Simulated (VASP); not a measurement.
Wanted: the native input for a VASP 6.6.1 run.

```
Task                   : electric field gradients
Functional             : PBE
Potentials or basis    : VASP PAW PBE potentials, release 64 (Co, O)
Cutoff                 : 520 eV
k mesh                 : 16 × 16 × 16
Occupations            : fermi-dirac, width 0.05 eV
Spin                   : collinear spin, ferromagnetic start
Starting moments       : [2.0, 0.0] μB
Dipole correction      : no
Further INCAR settings : ALGO = Normal; EDIFF = 1e-08; NBANDS = 18
```

The structure of CoO lies in POSCAR:

```
CoO
1.0
    0.0213150000      2.1421575000      2.1421575000
    2.1421575000      0.0213150000      2.1421575000
    2.1421575000      2.1421575000      0.0213150000
Co O
1 1
Direct
    0.0000000000      0.0000000000      0.0000000000
    0.5000000000      0.5000000000      0.5000000000
```

This cell differs from its parent crystal: equal xy, yz and zx shear strains of +1 %.

One way to write it, as run:

INCAR

```
SYSTEM = CoO
PREC = Accurate
ENCUT = 520
EDIFF = 1E-8
ISMEAR = -1
SIGMA = 0.05
LREAL = .FALSE.
LASPH = .TRUE.
NELM = 150
ALGO = Normal
ISIF = 2
LWAVE = .FALSE.
LCHARG = .FALSE.
ISPIN = 2
MAGMOM = 2 0
LORBIT = 11
LMAXMIX = 4
GGA = PE
LEFG = .TRUE.
NBANDS = 18
```

KPOINTS

```
Automatic mesh
0
G
  16 16 16
  0 0 0
```

Potentials or basis: VASP PAW PBE potentials, release 64 (Co, O).

Launch:

```console
$ cat potpaw_PBE.64/Co/POTCAR potpaw_PBE.64/O/POTCAR > POTCAR
$ mpirun -np 1 vasp_std > vasp.out
```

It gave:

```json
{"Pressure": "-2.3 GPa", "Net moment": "2.91 μB per cell", "Site moments": "Co +2.56; O +0.30 μB", "Largest electric field gradient by atom": "Co +6.3; O +3.5 V/Å²", "Valence electrons inside the program's atomic spheres": "Co 7.79; O 4.98"}
```

Caveat: the cell differs from its parent crystal (equal xy, yz and zx shear strains of +1 %); without QUAD_EFG the Cq values of the log hold for a quadrupole moment of 1 mb, not for the nuclei; a cell with one magnetic atom can't hold antiferromagnetic order, which such compounds often take.

Wall time 2.3 min on 1 thread of Intel(R) Xeon(R) 6975P-C (Granite Rapids), on a shared host, peak memory 0.33 GiB.
